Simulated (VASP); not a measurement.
# Zn (Pm-3n) in VASP: single point with PBE

Aim: the single point of Zn with PBE.

Program: VASP 6.6.1. These are calculated values, not measurements. Logs are shortened: lines on timing, memory, paths and dates and some standing lists are left out, and cuts for length are marked.

## 1. The cell of the first run

The structure is cubic, space group Pm-3n (No. 223). Conventional cell: a = 4.965 Å, b = 4.965 Å, c = 4.965 Å, α = 90.00°, β = 90.00°, γ = 90.00°. Zn (site symmetry m-3) has 12 Zn at 2.78 Å within 3.7 Å. Within 3.3 Å of Zn (site symmetry -4m2) lie 14 Zn at 2.48 to 3.04 Å.

## 2. Single point, PBE

INCAR reads:

```
PREC = Accurate ; ENCUT = 520
EDIFF = 1E-7 ; ISMEAR = -1
SIGMA = 0.1 ; LREAL = False
LASPH = True ; NELM = 100
ALGO = Normal ; ISIF = 2
LWAVE = False ; LCHARG = False
GGA = PE ; NBANDS = 58
```

KPOINTS reads:

```
Automatic mesh
0
Gamma
  7 7 7
```

POSCAR reads:

```
Zn
1.0
    4.9649713746      0.0000000000      0.0000000000
    0.0000000000      4.9649713746      0.0000000000
    0.0000000000      0.0000000000      4.9649713746
Zn
8
Direct
    0.0000000000      0.0000000000      1.0000000000
    0.5000000000      0.5000000000      0.5000000000
    0.2500000000      1.0000000000      0.5000000000
    0.7500000000      1.0000000000      0.5000000000
    0.5000000000      0.2500000000      1.0000000000
    0.5000000000      0.7500000000      1.0000000000
    1.0000000000      0.5000000000      0.2500000000
    1.0000000000      0.5000000000      0.7500000000
```

Potentials or basis: VASP PAW PBE potentials, release 64 (Zn).

Launch:

```sh
> cat potpaw_PBE.64/Zn/POTCAR > POTCAR
> mpirun -np 1 vasp_std > vasp.out
```

OUTCAR:

```text
PREC = Accurate
   ENCUT = 520
   EDIFF = 1E-7
   ISMEAR = -1
   LREAL = False
   LASPH = True
   NELM = 100
   ISIF = 2
   GGA = PE

 ion  position               nearest neighbor table
   1  0.000  0.000  0.000-   3 2.78   4 2.78   5 2.78   6 2.78   7 2.78   8 2.78   3 2.78   4 2.78
                             7 2.78   8 2.78   5 2.78   6 2.78
   2  0.500  0.500  0.500-   3 2.78   4 2.78   5 2.78   6 2.78   7 2.78   8 2.78   5 2.78   6 2.78
                             3 2.78   4 2.78   7 2.78   8 2.78
   3  0.250  0.000  0.500-   4 2.48   4 2.48   1 2.78   1 2.78   2 2.78   2 2.78   8 3.04   5 3.04
                             5 3.04   6 3.04   6 3.04   7 3.04   8 3.04   7 3.04
   4  0.750  0.000  0.500-   3 2.48   3 2.48   1 2.78   1 2.78   2 2.78   2 2.78   8 3.04   5 3.04
                             5 3.04   6 3.04   6 3.04   7 3.04   8 3.04   7 3.04
   5  0.500  0.250  0.000-   6 2.48   6 2.48   1 2.78   2 2.78   2 2.78   1 2.78   8 3.04   4 3.04
                             3 3.04   4 3.04   3 3.04   7 3.04   7 3.04   8 3.04
   6  0.500  0.750  0.000-   5 2.48   5 2.48   1 2.78   2 2.78   2 2.78   1 2.78   8 3.04   4 3.04
                             3 3.04   4 3.04   3 3.04   7 3.04   7 3.04   8 3.04
   7  0.000  0.500  0.250-   8 2.48   8 2.48   1 2.78   2 2.78   1 2.78   2 2.78   3 3.04   4 3.04
                             5 3.04   3 3.04   4 3.04   6 3.04   5 3.04   6 3.04
   8  0.000  0.500  0.750-   7 2.48   7 2.48   1 2.78   2 2.78   1 2.78   2 2.78   3 3.04   4 3.04
                             5 3.04   3 3.04   4 3.04   6 3.04   5 3.04   6 3.04

  LATTYP: Found a simple cubic cell.
 ALAT       =     4.9649713746

  Lattice vectors:

 A1 = (   4.9649713746,   0.0000000000,   0.0000000000)
 A2 = (   0.0000000000,   4.9649713746,   0.0000000000)
 A3 = (   0.0000000000,   0.0000000000,   4.9649713746)

Analysis of symmetry for initial positions (statically):
=====================================================================
 Subroutine PRICEL returns:
 Original cell was already a primitive cell.

 Routine SETGRP: Setting up the symmetry group for a
 simple cubic supercell.

 Subroutine GETGRP returns: Found 48 space group operations
 (whereof 24 operations were pure point group operations)
 out of a pool of 48 trial point group operations.

The static configuration has the point symmetry T_h .
 The point group associated with its full space group is O_h .

Analysis of symmetry for dynamics (positions and initial velocities):
=====================================================================
 Subroutine PRICEL returns:
 Original cell was already a primitive cell.

 Routine SETGRP: Setting up the symmetry group for a
 simple cubic supercell.

 Subroutine GETGRP returns: Found 48 space group operations
 (whereof 24 operations were pure point group operations)
 out of a pool of 48 trial point group operations.

The dynamic configuration has the point symmetry T_h .
 The point group associated with its full space group is O_h .

 Subroutine INISYM returns: Found 48 space group operations
 (whereof 24 operations are pure point group operations),
 and found     1 'primitive' translations

----------------------------------------------------------------------------------------

                                     Primitive cell

  volume of cell :     122.3912

  direct lattice vectors                    reciprocal lattice vectors
     4.964971375  0.000000000  0.000000000     0.201411030  0.000000000  0.000000000
     0.000000000  4.964971375  0.000000000     0.000000000  0.201411030  0.000000000
     0.000000000  0.000000000  4.964971375     0.000000000  0.000000000  0.201411030

  length of vectors
     4.964971375  4.964971375  4.964971375     0.201411030  0.201411030  0.201411030

  position of ions in fractional coordinates (direct lattice)
     0.000000000  0.000000000  0.000000000
     0.500000000  0.500000000  0.500000000
     0.250000000  0.000000000  0.500000000
     0.750000000  0.000000000  0.500000000
     0.500000000  0.250000000  0.000000000
     0.500000000  0.750000000  0.000000000
     0.000000000  0.500000000  0.250000000
     0.000000000  0.500000000  0.750000000

  ion indices of the primitive-cell ions
   primitive index   ion index
                 1           1
                 2           2
                 3           3
                 4           4
                 5           5
                 6           6
                 7           7
                 8           8

----------------------------------------------------------------------------------------

 KPOINTS: Automatic mesh

Automatic generation of k-mesh.
 Grid dimensions read from file:
 generate k-points for:    7    7    7

 Generating k-lattice:

  Cartesian coordinates                     Fractional coordinates (reciprocal lattice)
     0.028773004  0.000000000  0.000000000     0.142857143  0.000000000  0.000000000
     0.000000000  0.028773004  0.000000000     0.000000000  0.142857143  0.000000000
     0.000000000  0.000000000  0.028773004     0.000000000  0.000000000  0.142857143

  Length of vectors
     0.028773004  0.028773004  0.028773004

  Shift w.r.t. Gamma in fractional coordinates (k-lattice)
     0.000000000  0.000000000  0.000000000

 Subroutine IBZKPT returns following result:
 ===========================================

 Found     20 irreducible k-points:

 Following reciprocal coordinates:
            Coordinates               Weight
  0.000000  0.000000  0.000000      1.000000
  0.142857  0.000000  0.000000      6.000000
  0.285714  0.000000  0.000000      6.000000
  0.428571  0.000000  0.000000      6.000000
  0.142857  0.142857  0.000000     12.000000
  0.285714  0.142857  0.000000     24.000000
[... 12 lines left out ...]
  0.428571  0.428571  0.285714     24.000000
  0.428571  0.428571  0.428571      8.000000
   k-points           NKPTS =     20   k-points in BZ     NKDIM =     20   number of bands    NBANDS=     58
   number of dos      NEDOS =    301   number of ions     NIONS =      8
   total plane-waves  NPLWV =  64000
   dimension x,y,z NGX =    40 NGY =   40 NGZ =   40
   dimension x,y,z NGXF=    80 NGYF=   80 NGZF=   80
   ions per type =               8
   NGX,Y,Z   is equivalent  to a cutoff of  13.39, 13.39, 13.39 a.u.
   NGXF,Y,Z  is equivalent  to a cutoff of  26.79, 26.79, 26.79 a.u.
 SYSTEM =  unknown system
   PREC   = accura    normal or accurate (medium, high low for compatibility)
   ISTART =      0    job   : 0-new  1-cont  2-samecut
   ICHARG =      2    charge: 1-file 2-atom 10-const
   ISPIN  =      1    spin polarized calculation?
   LNONCOLLINEAR =      F non collinear calculations
   LSORBIT =      F    spin-orbit coupling
   LASPH  =      T    aspherical Exc in radial PAW
   ENCUT  =  520.0 eV  38.22 Ry    6.18 a.u.   9.23  9.23  9.23*2*pi/ulx,y,z
   NELM   =    100;   NELMIN=  2; NELMDL= -5     # of ELM steps
   EDIFF  = 0.1E-06   stopping-criterion for ELM
   LREAL  =      F    real-space projection
   EDIFFG = 0.1E-05   stopping-criterion for IOM
   NSW    =      0    number of steps for IOM
   IBRION =     -1    ionic relax: 0-MD 1-quasi-New 2-CG
   NFREE  =      0    steps in history (QN), initial steepest desc. (CG)
   ISIF   =      2    stress and relaxation
   ISYM   =      2    0-nonsym 1-usesym 2-fastsym
   POTIM  = 0.5000    time-step for ionic-motion
   TEBEG  =    0.0;   TEEND  =   0.0 temperature during run
   PSTRESS=    0.0 pullay stress
   NELECT =      96.0000    total number of electrons
   NUPDOWN=      -1.0000    fix difference up-down
   EMIN   =  10.00;   EMAX   =-10.00  energy-range for DOS
   EFERMI =   0.00;   METHOD = LEGACY
   ISMEAR =    -1;   SIGMA  =   0.10  broadening in eV -4-tet -1-fermi 0-gaus
   EFERMI_NEDOS =   21; number of points for ismear=-14 and -15
   IALGO  =     38    algorithm
   IMIX   =      4    mixing-type and parameters
     AMIX     =   0.40;   BMIX     =  1.00
     AMIX_MAG =   1.60;   BMIX_MAG =  1.00
  volume/ion in A,a.u.               =      15.30       103.24
  Fermi-wavevector in a.u.,A,eV,Ry     =   1.509785  2.853080 31.013818  2.279451
  Thomas-Fermi vector in A             =   2.620061
   LORBIT       =      0    0 simple, 1 ext, 2 COOP (PROOUT), +10 PAW based schemes
   GGA     = PE    functional components
[... 5 lines left out ...]
 non-spin polarized calculation
  energy-cutoff  :      520.00
  volume of cell :      122.39
 maximum number of plane-waves:      3310
 NGX is ok and might be reduce to    40
   NGX = 19   NGY = 19   NGZ = 19

 number of electron      96.0000096 magnetization

 Free energy of the ion-electron system (eV)
  ---------------------------------------------------
  ext. energy  EPLUGINS =         0.00000000
  ---------------------------------------------------
  free energy    TOTEN  =        -8.63246810 eV

  energy without entropy =       -8.55655231  energy(sigma->0) =       -8.59451020

 E-fermi :   2.9199     XC(G=0): -11.5221

 val. band max:        2.8190647591   @ k =   0.4286   0.1429   0.0000
 cond. band min:       2.9744369929   @ k =   0.4286   0.1429   0.1429
 fundamental gap:      0.1553722339
 Fermi energy:         2.9199189591

 k-point     1 :       0.0000    0.0000    0.0000
  band No.  band energies     occupation
      1      -7.2839      2.00000
      2      -5.4613      2.00000
      3      -5.4613      2.00000
      4      -5.1215      2.00000
      5      -5.0241      2.00000
      6      -5.0241      2.00000
[... 50 lines left out ...]
     57       6.7123      0.00000
     58       6.7123      0.00000

 k-point     2 :       0.1429    0.0000    0.0000
  band No.  band energies     occupation
      1      -7.1564      2.00000
      2      -5.4713      2.00000
      3      -5.4119      2.00000
      4      -5.1279      2.00000
      5      -5.1059      2.00000
      6      -5.0168      2.00000
[... 50 lines left out ...]
     57       7.7202      0.00000
     58       8.2715      0.00000
[... 1035 lines left out ...]
     57      10.3697      0.00000
     58      10.5038      0.00000

 k-point    20 :       0.4286    0.4286    0.4286
  band No.  band energies     occupation
      1      -5.0671      2.00000
      2      -5.0671      2.00000
      3      -5.0445      2.00000
      4      -5.0215      2.00000
      5      -5.0171      2.00000
      6      -5.0171      2.00000
[... 50 lines left out ...]
     57       9.5710      0.00000
     58      10.3335      0.00000

------------------------ aborting loop because EDIFF is reached ----------------------------------------

  FORCE on cell =-STRESS in cart. coord.  units (eV):
  Direction    XX          YY          ZZ          XY          YZ          ZX
  --------------------------------------------------------------------------------------
  -------------------------------------------------------------------------------------
  Total        0.5502317      0.5502317      0.5502317     -0.0000000      0.0000000      0.0000000
  in kB        7.2028755      7.2028755      7.2028755     -0.0000000      0.0000000      0.0000000
  external PRESSURE =       7.2028755 kB  Pullay stress =       0.0000000 kB

 VOLUME and BASIS-vectors are now :
 -----------------------------------------------------------------------------
  energy-cutoff  :      520.00
  volume of cell :      122.39
      direct lattice vectors                 reciprocal lattice vectors
     4.964971375  0.000000000  0.000000000     0.201411030  0.000000000  0.000000000
     0.000000000  4.964971375  0.000000000     0.000000000  0.201411030  0.000000000
     0.000000000  0.000000000  4.964971375     0.000000000  0.000000000  0.201411030

 POSITION                                       TOTAL-FORCE (eV/Angst)
 -----------------------------------------------------------------------------------
      0.00000      0.00000      0.00000         0.000000     -0.000000     -0.000000
      2.48249      2.48249      2.48249         0.000000     -0.000000     -0.000000
      1.24124      0.00000      2.48249        -0.000000     -0.000000      0.000000
      3.72373      0.00000      2.48249         0.000000      0.000000     -0.000000
      2.48249      1.24124      0.00000        -0.000000     -0.000000     -0.000000
      2.48249      3.72373      0.00000         0.000000      0.000000      0.000000
      0.00000      2.48249      1.24124        -0.000000     -0.000000     -0.000000
      0.00000      2.48249      3.72373         0.000000      0.000000      0.000000
 -----------------------------------------------------------------------------------
    total drift:                               -0.000000     -0.000000     -0.000000

  FREE ENERGIE OF THE ION-ELECTRON SYSTEM (eV)
  ---------------------------------------------------
  free  energy   TOTEN  =        -8.6324680978 eV

  energy  without entropy=       -8.5565523095  energy(sigma->0) =       -8.59451020
```

It took 2.3 min on 1 thread of Intel Xeon Platinum 8259CL at 2.50GHz (Skylake/Cascade Lake), shared host; peak memory 0.28 GiB.

What came out:

```yaml
Free_energy: -8.6325 eV
Pressure: 0.7 GPa
Band_gap_on_the_k_mesh: zero (band 48 reaches 4.82 eV, above the bottom of band 49 at 2.10 eV)
```
